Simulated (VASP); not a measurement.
CdCo2:

```
Cd Co
1.0
     0.00000    3.53842    3.53842
     3.53842    0.00000    3.53842
     3.53842    3.53842    0.00000
Cd Co
2 4
Cartesian
  0.0000 0.0000 0.0000
  1.7692 1.7692 1.7692
  4.4230 4.4230 4.4230
  4.4230 2.6538 2.6538
  2.6538 2.6538 4.4230
  2.6538 4.4230 2.6538
```

- Program: VASP 6.6.1
- Task: relaxation of cell and atoms
- Functional: PBE
- Potentials or basis: VASP PAW PBE potentials, release 64 (Cd, Co)
- Cutoff: 600 eV
- k mesh: 4 × 4 × 4
- Occupations: gaussian, width 0.1 eV
- Spin: collinear spin, ferromagnetic start
- Starting moments: [0.0, 0.0, 1.67, 1.67, 1.67, 1.67] μB

At the start: pressure -7.6 GPa; volume 14.77 Å³/atom.

Task: How do energy, volume and symmetry change on relaxing?

Result: Over 3 steps the energy falls by 22.7 meV/atom and the volume is 13.87 Å³/atom (-6.0 %); space group Fd-3m (No. 227, to 0.1 Å) before and after; moment 5.47 μB per cell.

The path:
```
step  energy change (eV)  largest force (eV/Å)  pressure (GPa)  volume (Å³)
   1              0.0000                0.0000           -7.60        88.61
   2             -0.0723                0.0000            6.45        79.93
   3             -0.1361                0.0000           -0.02        83.25
```

Final structure:
```
CELL_PARAMETERS angstrom
0.00000 3.46563 3.46563
3.46563 0.00000 3.46563
3.46563 3.46563 0.00000
ATOMIC_POSITIONS crystal
Cd 0.00000 0.00000 0.00000
Cd 0.25000 0.25000 0.25000
Co 0.62500 0.62500 0.62500
Co 0.12500 0.62500 0.62500
Co 0.62500 0.62500 0.12500
Co 0.62500 0.12500 0.62500
```

Caveat: the k points lie up to 0.39 Å⁻¹ apart in the final cell.
